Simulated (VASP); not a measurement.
Set up this calculation in VASP 6.6.1, as the native input.

| Quantity | Value |
| --- | --- |
| Task | single point |
| Functional | PBE |
| Potentials or basis | VASP PAW PBE potentials, release 64 (Sn_d) |
| Cutoff | 500 eV |
| k mesh | 7 × 7 × 7 |
| Occupations | methfessel-paxton, width 0.3 eV |
| Spin | no spin polarisation |
| Dipole correction | no |
| Further INCAR settings | ALGO = Normal; EDIFF = 1e-06; NBANDS = 21 |

The structure of Sn lies in POSCAR:

```
Sn
1.0
    0.0000000000      3.2333430000      3.2333430000
    3.2333430000      0.0000000000      3.2333430000
    3.2333430000      3.2333430000      0.0000000000
Sn
2
Direct
    0.0000000000      0.0000000000      0.0000000000
    0.2500000000      0.2500000000      0.2500000000
```

This isn't the form of Sn at room conditions, which is tetragonal (white tin).

One way to write it, as run:

INCAR

```
SYSTEM = Sn
PREC     = Accurate       ! precision mode
ENCUT    = 500            ! plane-wave cutoff, eV
EDIFF    = 1E-6           ! SCF threshold, eV
ISMEAR   = 1              ! smearing method
SIGMA    = 0.3            ! smearing width, eV
LREAL    = .FALSE.        ! projectors in reciprocal space
LASPH    = .TRUE.         ! aspherical terms in the spheres
NELM     = 120            ! most SCF steps
ALGO     = Normal         ! electronic algorithm
ISIF     = 2              ! what is computed and relaxed
LWAVE    = .FALSE.        ! write WAVECAR
LCHARG   = .TRUE.         ! write CHGCAR
GGA      = PE             ! functional
LELF     = .TRUE.         ! ELF
LVHAR    = .TRUE.       
NBANDS   = 21             ! bands
GGA_COMPAT= .FALSE.
```

KPOINTS

```
Automatic mesh
0
G
  7 7 7
  0 0 0
```

Potentials or basis: VASP PAW PBE potentials, release 64 (Sn_d).

Command:

```console
$ cat potpaw_PBE.64/Sn_d/POTCAR > POTCAR
$ mpirun -np 1 vasp_std > vasp.out
```

Results of the run:

```json
{
  "Pressure": "3.8 GPa",
  "Band gap on the k mesh": "zero (bands 14 and 15 overlap by 0.04 eV)"
}
```

Caveat: the cell stands under pressure; so wide a smearing shifts energies and pressures; spin-orbit coupling is left out, which moves the levels of the heavy elements.

Wall time 32 s on 1 thread of Intel Xeon 8259CL, with other jobs on the host, peak memory 0.2 GiB.
